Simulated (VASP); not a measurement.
# PbSe (Imm2) in VASP: further runs

The runs below take PbSe through single point, with PBE, r2SCAN.

Program: VASP 6.6.1. These are calculated values, not measurements. Logs are shortened: lines on timing, memory, paths and dates and some standing lists are left out, and cuts for length are marked.

### 1 The cell of the first run

Symmetry: Imm2, No. 44, orthorhombic system. Conventional cell: a = 4.784 Å, b = 4.899 Å, c = 6.846 Å, α = 90.00°, β = 90.00°, γ = 90.00°. Within 3.9 Å of Pb (site symmetry mm2) lie 4 Se at 2.96 to 2.97 Å. Within 3.9 Å of Se (site symmetry mm2) lie 4 Pb at 2.96 to 2.97 Å.

### 2 Single point, PBE (shear xy strain +2.4%)

Input file INCAR:

```
PREC = Accurate
ENCUT = 520
EDIFF = 1E-6
ISMEAR = -1
SIGMA = 0.02
LREAL = False
LASPH = True
NELM = 60
ALGO = Normal
ISIF = 2
LWAVE = False
LCHARG = True
GGA = PE
LELF = True
LVHAR = True
NBANDS = 17
```

Input file KPOINTS:

```
Automatic mesh
0
Gamma
  6 6 6
```

Input file POSCAR:

```
PbSe
1.0
    0.0407361293      3.4232041400      3.4232041400
    3.4232041400      0.0407361293      3.4232041400
    3.4639402693      3.4639402693      0.0000000000
Pb Se
1 1
Direct
    0.0023361366      0.0023361366     -0.0023361366
    0.2476638634      0.2476638634      0.2523361366
```

Potentials or basis: VASP PAW PBE potentials, release 64 (Pb_d, Se).

Command:

```sh
cat potpaw_PBE.64/Pb_d/POTCAR potpaw_PBE.64/Se/POTCAR > POTCAR
mpirun -np 1 vasp_std > vasp.out
```

OUTCAR:

```text
PREC = Accurate
   ENCUT = 520
   EDIFF = 1E-6
   ISMEAR = -1
   LREAL = False
   LASPH = True
   NELM = 60
   ISIF = 2
   GGA = PE

 ion  position               nearest neighbor table
   1  0.002  0.002  0.998-   2 2.96   2 2.96   2 2.97   2 2.97
   2  0.248  0.248  0.252-   1 2.96   1 2.96   1 2.97   1 2.97

  LATTYP: Found a body centered orthorhombic cell.
 ALAT       =     4.7835321350
 B/A-ratio  =     1.0240866309
 C/A-ratio  =     1.4312453824

  Lattice vectors:

 A1 = (   3.4232041400,   0.0407361293,  -3.4232041400)
 A2 = (  -3.4232041400,  -0.0407361293,  -3.4232041400)
 A3 = (   0.0407361293,   3.4232041400,   3.4232041400)

Analysis of symmetry for initial positions (statically):
=====================================================================
 Subroutine PRICEL returns:
 Original cell was already a primitive cell.

 Routine SETGRP: Setting up the symmetry group for a
 body centered orthorhombic supercell.

 Subroutine GETGRP returns: Found  4 space group operations
 (whereof  4 operations were pure point group operations)
 out of a pool of  8 trial point group operations.

The static configuration has the point symmetry C_2v.

Analysis of symmetry for dynamics (positions and initial velocities):
=====================================================================
 Subroutine PRICEL returns:
 Original cell was already a primitive cell.

 Routine SETGRP: Setting up the symmetry group for a
 body centered orthorhombic supercell.

 Subroutine GETGRP returns: Found  4 space group operations
 (whereof  4 operations were pure point group operations)
 out of a pool of  8 trial point group operations.

The dynamic configuration has the point symmetry C_2v.

 Subroutine INISYM returns: Found  4 space group operations
 (whereof  4 operations are pure point group operations),
 and found     1 'primitive' translations

----------------------------------------------------------------------------------------

                                     Primitive cell

  volume of cell :      80.2171

  direct lattice vectors                    reciprocal lattice vectors
     0.040736129  3.423204140  3.423204140    -0.147821058  0.147821058  0.146061987
     3.423204140  0.040736129  3.423204140     0.147821058 -0.147821058  0.146061987
     3.463940269  3.463940269  0.000000000     0.144344290  0.144344290 -0.146061987
[... 80 lines left out ...]
   LSORBIT =      F    spin-orbit coupling
   LASPH  =      T    aspherical Exc in radial PAW
   ENCUT  =  520.0 eV  38.22 Ry    6.18 a.u.   9.00  9.00  9.11*2*pi/ulx,y,z
   NELM   =     60;   NELMIN=  2; NELMDL= -5     # of ELM steps
   EDIFF  = 0.1E-05   stopping-criterion for ELM
   LREAL  =      F    real-space projection
   EDIFFG = 0.1E-04   stopping-criterion for IOM
   NSW    =      0    number of steps for IOM
   IBRION =     -1    ionic relax: 0-MD 1-quasi-New 2-CG
   NFREE  =      0    steps in history (QN), initial steepest desc. (CG)
   ISIF   =      2    stress and relaxation
   ISYM   =      2    0-nonsym 1-usesym 2-fastsym
   POTIM  = 0.5000    time-step for ionic-motion
   TEBEG  =    0.0;   TEEND  =   0.0 temperature during run
   PSTRESS=    0.0 pullay stress
   NELECT =      20.0000    total number of electrons
   NUPDOWN=      -1.0000    fix difference up-down
   EMIN   =  10.00;   EMAX   =-10.00  energy-range for DOS
   EFERMI =   0.00;   METHOD = LEGACY
   ISMEAR =    -1;   SIGMA  =   0.02  broadening in eV -4-tet -1-fermi 0-gaus
   EFERMI_NEDOS =   21; number of points for ismear=-14 and -15
   IALGO  =     38    algorithm
   IMIX   =      4    mixing-type and parameters
     AMIX     =   0.40;   BMIX     =  1.00
     AMIX_MAG =   1.60;   BMIX_MAG =  1.00
  volume/ion in A,a.u.               =      40.11       270.67
  Fermi-wavevector in a.u.,A,eV,Ry     =   1.030376  1.947129 14.444970  1.061675
  Thomas-Fermi vector in A             =   2.164471
   LORBIT       =      0    0 simple, 1 ext, 2 COOP (PROOUT), +10 PAW based schemes
   GGA     = PE    functional components
   LHFCALC =     F    Hartree Fock is set to
   AEXX    =    0.0000 exact exchange contribution
   IVDW    =     0    specifies the selected vdW correction
   LEPSILON=     F    determine dielectric tensor
   LRPA    =     F    only Hartree local field effects (RPA)
 non-spin polarized calculation
  energy-cutoff  :      520.00
  volume of cell :       80.22
 maximum number of plane-waves:      2180
   NGX = 17   NGY = 17   NGZ = 19

 number of electron      20.0000001 magnetization

 Free energy of the ion-electron system (eV)
  ---------------------------------------------------
  ext. energy  EPLUGINS =         0.00000000
  ---------------------------------------------------
  free energy    TOTEN  =        -7.83536521 eV

  energy without entropy =       -7.83536521  energy(sigma->0) =       -7.83536521

 E-fermi :   2.6148     XC(G=0):  -7.7348

 val. band max:        2.2265656792   @ k =  -0.3333   0.1667   0.5000
 cond. band min:       2.9763011012   @ k =   0.5000  -0.0000   0.5000
 fundamental gap:      0.7497354219
 Fermi energy:         2.6147900908

 k-point     1 :       0.0000    0.0000    0.0000
  band No.  band energies     occupation
      1     -14.4569      2.00000
      2     -14.4566      2.00000
      3     -14.4554      2.00000
      4     -14.4258      2.00000
      5     -14.4255      2.00000
      6     -10.4420      2.00000
[... 457 lines left out ...]
      4     -14.4298      2.00000
      5     -14.4209      2.00000
      6      -9.6830      2.00000
[... 9 lines left out ...]
     16      11.4420      0.00000
     17      12.6999      0.00000

 [... further k-points ...]

------------------------ aborting loop because EDIFF is reached ----------------------------------------

  FORCE on cell =-STRESS in cart. coord.  units (eV):
  Direction    XX          YY          ZZ          XY          YZ          ZX
  --------------------------------------------------------------------------------------
  -------------------------------------------------------------------------------------
  Total        0.3659418      0.3659418      0.3592616      0.0722139      0.0000000      0.0000000
  in kB        7.3089630      7.3089630      7.1755391      1.4423303      0.0000000      0.0000000
  external PRESSURE =       7.2644884 kB  Pullay stress =       0.0000000 kB

 VOLUME and BASIS-vectors are now :
 -----------------------------------------------------------------------------
  energy-cutoff  :      520.00
  volume of cell :       80.22
      direct lattice vectors                 reciprocal lattice vectors
     0.040736129  3.423204140  3.423204140    -0.147821058  0.147821058  0.146061987
     3.423204140  0.040736129  3.423204140     0.147821058 -0.147821058  0.146061987
     3.463940269  3.463940269  0.000000000     0.144344290  0.144344290 -0.146061987

 POSITION                                       TOTAL-FORCE (eV/Angst)
 -----------------------------------------------------------------------------------
      3.46394      3.46394      0.01599         0.000000      0.000000      0.001835
      1.73197      1.73197      1.69561         0.000000      0.000000     -0.001835
 -----------------------------------------------------------------------------------
    total drift:                                0.000000      0.000000     -0.000061

  FREE ENERGIE OF THE ION-ELECTRON SYSTEM (eV)
  ---------------------------------------------------
  free  energy   TOTEN  =        -7.8353652139 eV

  energy  without entropy=       -7.8353652136  energy(sigma->0) =       -7.83536521
```

OSZICAR:

```text
N       E                     dE             d eps       ncg     rms          rms(c)
DAV:   1     0.160223938627E+03    0.16022E+03   -0.90391E+03  1564   0.108E+03
DAV:   2     0.483338817475E+01   -0.15539E+03   -0.15038E+03  1717   0.288E+02
DAV:   3    -0.794710176144E+01   -0.12780E+02   -0.12699E+02  1944   0.912E+01
DAV:   4    -0.827410247766E+01   -0.32700E+00   -0.32678E+00  1971   0.184E+01
DAV:   5    -0.828640791465E+01   -0.12305E-01   -0.12305E-01  2007   0.327E+00    0.305E+00
DAV:   6    -0.783479226253E+01    0.45162E+00   -0.12098E+00  2361   0.643E+00    0.172E+00
DAV:   7    -0.782918539932E+01    0.56069E-02   -0.16205E-01  1663   0.173E+00    0.904E-01
DAV:   8    -0.783469332722E+01   -0.55079E-02   -0.18158E-02  1758   0.143E+00    0.133E-01
DAV:   9    -0.783484582491E+01   -0.15250E-03   -0.55233E-03  2078   0.578E-01    0.103E-01
DAV:  10    -0.783523884084E+01   -0.39302E-03   -0.64369E-04  1605   0.178E-01    0.359E-02
DAV:  11    -0.783534795883E+01   -0.10912E-03   -0.21281E-04  1851   0.108E-01    0.182E-02
DAV:  12    -0.783536340264E+01   -0.15444E-04   -0.38881E-05  1745   0.543E-02    0.508E-03
DAV:  13    -0.783536478991E+01   -0.13873E-05   -0.18525E-06  1846   0.122E-02    0.292E-03
DAV:  14    -0.783536521386E+01   -0.42395E-06   -0.11053E-06  1343   0.770E-03
   1 F= -.78353652E+01 E0= -.78353652E+01  d E =-.266731E-09
```

stdout:

```text
POSCAR found type information on POSCAR PbSe
 POSCAR found :  2 types and       2 ions
 scaLAPACK will be used
 LDA part: xc-table for (Slater+PW92), standard interpolation
 POSCAR, INCAR and KPOINTS ok, starting setup
 FFT: planning ... GRIDC
 FFT: planning ... GRID_SOFT
 FFT: planning ... GRID
 WAVECAR not read
 entering main loop
```

Run time: 36 s. Hardware: 1 thread of AMD EPYC 9R45 (Zen 5), shared host; peak memory 0.21 GiB.

What came out:

```
Free energy            : -7.8354 eV
Pressure               : 0.7 GPa
Band gap on the k mesh : 0.75 eV, indirect (least direct gap 1.15 eV)
```

Stress tensor (GPa, compression positive):
```
0.73 0.14 0.00
0.14 0.73 0.00
0.00 0.00 0.72
```

Levels at points of the mesh, in eV from the valence-band top:
```tsv
k point	band 8	band 9	band 10	band 11	band 12	band 13
(0.00, 0.00, 0.00)	-1.55	-1.51	-1.46	2.18	2.23	2.28
(0.50, 0.00, 0.00)	-2.08	-2.04	-1.95	2.95	2.98	3.81
(0.50, 0.50, 0.00)	-2.80	-2.66	-0.41	0.77	4.94	5.01
(0.00, 0.00, 0.50)	-2.03	-1.99	-1.83	3.01	3.03	3.72
(0.50, 0.00, 0.50)	-2.73	-2.73	-0.40	0.75	4.95	4.97
```

Caveat: the cell differs from its parent crystal (shear xy strain +2.4%); spin-orbit coupling is left out, which moves the levels of the heavy elements. A k mesh can miss the band edges.

### 3 Single point, r2SCAN (shear xy strain +2.4%)

POSCAR is that of step 2.

Input file INCAR.step1:

```
SYSTEM = PbSe
ALGO     = Normal         ! electronic algorithm
EDIFF    = 1E-4           ! SCF threshold, eV
ENCUT    = 520            ! plane-wave cutoff, eV
GGA      = PE             ! functional
ISMEAR   = 0              ! smearing method
LASPH    = .TRUE.         ! aspherical terms in the spheres
LCHARG   = .FALSE.        ! write CHGCAR
LREAL    = .FALSE.        ! projectors in reciprocal space
LWAVE    = .TRUE.         ! write WAVECAR
NBANDS   = 17             ! bands
NELM     = 60             ! most SCF steps
PREC     = Accurate       ! precision mode
SIGMA    = 0.01           ! smearing width, eV
```

Input file INCAR.step2:

```
SYSTEM = PbSe
ALGO     = Normal         ! electronic algorithm
EDIFF    = 1E-7           ! SCF threshold, eV
ENCUT    = 520            ! plane-wave cutoff, eV
ISIF     = 2              ! what is computed and relaxed
ISMEAR   = 0              ! smearing method
ISTART   = 1            
LASPH    = .TRUE.         ! aspherical terms in the spheres
LCHARG   = .FALSE.        ! write CHGCAR
LMIXTAU  = .TRUE.       
LREAL    = .FALSE.        ! projectors in reciprocal space
LWAVE    = .FALSE.        ! write WAVECAR
METAGGA  = R2SCAN         ! meta-GGA
NBANDS   = 17             ! bands
NELM     = 60             ! most SCF steps
PREC     = Accurate       ! precision mode
SIGMA    = 0.01           ! smearing width, eV
```

Input file KPOINTS:

```
k-points
0
G
  6 6 6
  0 0 0
```

Potentials or basis: VASP PAW PBE potentials, release 64 (Pb_d, Se).

Command:

```sh
cat potpaw_PBE.64/Pb_d/POTCAR potpaw_PBE.64/Se/POTCAR > POTCAR
cp INCAR.step1 INCAR
mpirun -np 1 vasp_std > vasp.out
cp INCAR.step2 INCAR
mpirun -np 1 vasp_std > vasp.out
```

OUTCAR:

```text
SYSTEM = PbSe
   EDIFF = 1E-7
   ENCUT = 520
   ISIF = 2
   ISMEAR = 0
   ISTART = 1
   LASPH = .TRUE.
   LREAL = .FALSE.
   METAGGA = R2SCAN
   NELM = 60
   PREC = Accurate

 ion  position               nearest neighbor table
   1  0.002  0.002  0.998-   2 2.96   2 2.96   2 2.97   2 2.97
   2  0.248  0.248  0.252-   1 2.96   1 2.96   1 2.97   1 2.97

  LATTYP: Found a body centered orthorhombic cell.
 ALAT       =     4.7835321350
 B/A-ratio  =     1.0240866309
 C/A-ratio  =     1.4312453824

  Lattice vectors:

 A1 = (   3.4232041400,   0.0407361293,  -3.4232041400)
 A2 = (  -3.4232041400,  -0.0407361293,  -3.4232041400)
 A3 = (   0.0407361293,   3.4232041400,   3.4232041400)

Analysis of symmetry for initial positions (statically):
=====================================================================
 Subroutine PRICEL returns:
 Original cell was already a primitive cell.

 Routine SETGRP: Setting up the symmetry group for a
 body centered orthorhombic supercell.

 Subroutine GETGRP returns: Found  4 space group operations
 (whereof  4 operations were pure point group operations)
 out of a pool of  8 trial point group operations.

The static configuration has the point symmetry C_2v.

Analysis of symmetry for dynamics (positions and initial velocities):
=====================================================================
 Subroutine PRICEL returns:
 Original cell was already a primitive cell.

 Routine SETGRP: Setting up the symmetry group for a
 body centered orthorhombic supercell.

 Subroutine GETGRP returns: Found  4 space group operations
 (whereof  4 operations were pure point group operations)
 out of a pool of  8 trial point group operations.

The dynamic configuration has the point symmetry C_2v.

 Subroutine INISYM returns: Found  4 space group operations
 (whereof  4 operations are pure point group operations),
 and found     1 'primitive' translations

[... 111 lines left out ...]
   IALGO  =     38    algorithm
   IMIX   =      4    mixing-type and parameters
     AMIX     =   0.40;   BMIX     =  1.00
     AMIX_MAG =   1.60;   BMIX_MAG =  1.00
  volume/ion in A,a.u.               =      40.11       270.67
  Fermi-wavevector in a.u.,A,eV,Ry     =   1.030376  1.947129 14.444970  1.061675
  Thomas-Fermi vector in A             =   2.164471
   LORBIT       =      0    0 simple, 1 ext, 2 COOP (PROOUT), +10 PAW based schemes
   METAGGA = R2SCAN    functional components
   LHFCALC =     F    Hartree Fock is set to
   AEXX    =    0.0000 exact exchange contribution
   IVDW    =     0    specifies the selected vdW correction
   LEPSILON=     F    determine dielectric tensor
   LRPA    =     F    only Hartree local field effects (RPA)
 non-spin polarized calculation
 Gauss-broadening in eV      SIGMA  =   0.01
  energy-cutoff  :      520.00
  volume of cell :       80.22
 maximum number of plane-waves:      2180
   NGX = 17   NGY = 17   NGZ = 19

 number of electron      20.0000001 magnetization

 Free energy of the ion-electron system (eV)
  ---------------------------------------------------
  ext. energy  EPLUGINS =         0.00000000
  ---------------------------------------------------
  free energy    TOTEN  =       -71.44940210 eV

  energy without entropy =      -71.44940210  energy(sigma->0) =      -71.44940210

 E-fermi :   2.0829     XC(G=0):  -8.2489

 val. band max:        2.0199909717   @ k =  -0.3333   0.1667   0.5000
 cond. band min:       2.9479418492   @ k =   0.5000  -0.0000   0.5000
 fundamental gap:      0.9279508776
 Fermi energy:         2.0828651502

 k-point     1 :       0.0000    0.0000    0.0000
  band No.  band energies     occupation
      1     -15.2537      2.00000
      2     -15.2534      2.00000
      3     -15.2523      2.00000
      4     -15.2174      2.00000
      5     -15.2171      2.00000
      6     -11.1636      2.00000
[... 457 lines left out ...]
      4     -15.2217      2.00000
      5     -15.2123      2.00000
      6     -10.3640      2.00000
[... 9 lines left out ...]
     16      11.7223      0.00000
     17      12.8926      0.00000

 [... further k-points ...]

------------------------ aborting loop because EDIFF is reached ----------------------------------------

  FORCE on cell =-STRESS in cart. coord.  units (eV):
  Direction    XX          YY          ZZ          XY          YZ          ZX
  --------------------------------------------------------------------------------------
  -------------------------------------------------------------------------------------
  Total       -0.0061098     -0.0061098     -0.0140395      0.0890774      0.0000000      0.0000000
  in kB       -0.1220313     -0.1220313     -0.2804117      1.7791443      0.0000000      0.0000000
  external PRESSURE =      -0.1748248 kB  Pullay stress =       0.0000000 kB

 VOLUME and BASIS-vectors are now :
 -----------------------------------------------------------------------------
  energy-cutoff  :      520.00
  volume of cell :       80.22
      direct lattice vectors                 reciprocal lattice vectors
     0.040736129  3.423204140  3.423204140    -0.147821058  0.147821058  0.146061987
     3.423204140  0.040736129  3.423204140     0.147821058 -0.147821058  0.146061987
     3.463940269  3.463940269  0.000000000     0.144344290  0.144344290 -0.146061987

 POSITION                                       TOTAL-FORCE (eV/Angst)
 -----------------------------------------------------------------------------------
      3.46394      3.46394      0.01599        -0.000000     -0.000000     -0.003667
      1.73197      1.73197      1.69561         0.000000      0.000000      0.003667
 -----------------------------------------------------------------------------------
    total drift:                               -0.000000     -0.000000     -0.000086

  FREE ENERGIE OF THE ION-ELECTRON SYSTEM (eV)
  ---------------------------------------------------
  free  energy   TOTEN  =       -71.4494021000 eV

  energy  without entropy=      -71.4494021000  energy(sigma->0) =      -71.44940210
```

OSZICAR.step1:

```text
N       E                     dE             d eps       ncg     rms          rms(c)
DAV:   1     0.160224733832E+03    0.16022E+03   -0.90391E+03  1564   0.108E+03
DAV:   2     0.483384813850E+01   -0.15539E+03   -0.15038E+03  1717   0.288E+02
DAV:   3    -0.794710176141E+01   -0.12781E+02   -0.12698E+02  1944   0.911E+01
DAV:   4    -0.827410247760E+01   -0.32700E+00   -0.32678E+00  1971   0.184E+01
DAV:   5    -0.828640791472E+01   -0.12305E-01   -0.12305E-01  2007   0.327E+00    0.305E+00
DAV:   6    -0.783479226269E+01    0.45162E+00   -0.12098E+00  2361   0.643E+00    0.172E+00
DAV:   7    -0.782918539908E+01    0.56069E-02   -0.16205E-01  1663   0.173E+00    0.904E-01
DAV:   8    -0.783469332705E+01   -0.55079E-02   -0.18158E-02  1758   0.143E+00    0.133E-01
DAV:   9    -0.783484582468E+01   -0.15250E-03   -0.55233E-03  2078   0.578E-01    0.103E-01
DAV:  10    -0.783523884103E+01   -0.39302E-03   -0.64369E-04  1605   0.178E-01    0.359E-02
DAV:  11    -0.783534782232E+01   -0.10898E-03   -0.21145E-04  1771   0.108E-01    0.178E-02
DAV:  12    -0.783536312601E+01   -0.15304E-04   -0.38034E-05  1369   0.538E-02
   1 F= -.78353631E+01 E0= -.78353631E+01  d E =-.113967E-61
```

It took 2.9 min on 1 thread of AMD EPYC 9R45 (Zen 5), shared host; peak memory 0.22 GiB.

Results:

- Free energy: -71.4494 eV
- Pressure: 0.0 GPa
- Largest force: 0.004 eV/Å
- Band gap on the k mesh: 0.93 eV, indirect (least direct gap 1.34 eV)

Forces in eV/Å, atoms in the order of the input:
```
Pb   0.000  0.000 -0.004
Se   0.000  0.000  0.004
```

Stress tensor (GPa, compression positive):
```
-0.01  0.18  0.00
 0.18 -0.01  0.00
 0.00  0.00 -0.03
```

Caveat: the cell differs from its parent crystal (shear xy strain +2.4%); the PAW data sets were made with another functional, which shifts forces and pressure a little; spin-orbit coupling is left out, which moves the levels of the heavy elements.
